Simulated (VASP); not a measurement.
Wanted: the native input for a VASP 6.6.1 run.

* Task: single point
* Functional: LDA
* Potentials or basis: VASP PAW LDA potentials, release 64 (La, Cu)
* Cutoff: 520 eV
* k mesh: 2 × 2 × 2
* Occupations: methfessel-paxton, width 0.1 eV
* Spin: no spin polarisation
* Dipole correction: no
* Further INCAR settings: ALGO = Normal; EDIFF = 1e-06; NBANDS = 24

The structure of LaCu2 lies in POSCAR:

```
LaCu2
1.0
    4.3450000000      0.0000000000      0.0000000000
   -2.1725000000      3.7628800000      0.0000000000
    0.0000000000      0.0000000000      3.8190000000
La Cu
1 2
Direct
    0.0000000000      0.0000000000      0.0000000000
    0.3333333333      0.6666666667      0.5000000000
    0.6666666667      0.3333333333      0.5000000000
```

One way to write it, as run:

INCAR

```
PREC = Accurate
ENCUT = 520
EDIFF = 1E-6
ISMEAR = 1
SIGMA = 0.1
LREAL = False
LASPH = True
NELM = 80
ALGO = Normal
ISIF = 2
LWAVE = False
LCHARG = True
GGA = CA
LELF = True
LVHAR = True
NBANDS = 24
```

KPOINTS

```
Automatic mesh
0
Gamma
  2 2 2
```

Potentials or basis: VASP PAW LDA potentials, release 64 (La, Cu).

Command:

```sh
$ cat potpaw_LDA.64/La/POTCAR potpaw_LDA.64/Cu/POTCAR > POTCAR
$ mpirun -np 1 vasp_std > vasp.out
```

Results of the run:

- Pressure: -6.7 GPa
- Band gap on the k mesh: zero (an odd number of electrons rules out a gap without spin polarisation)

Caveat: the k points lie up to 0.83 Å⁻¹ apart, too coarse for converged energies and pressures of a metal; spin-orbit coupling is left out, which moves the levels of the heavy elements.

It took 15 s on 1 thread of Intel(R) Xeon(R) Platinum 8259CL CPU @ 2.50GHz (Skylake/Cascade Lake), with other jobs on the host, peak memory 0.16 GiB.
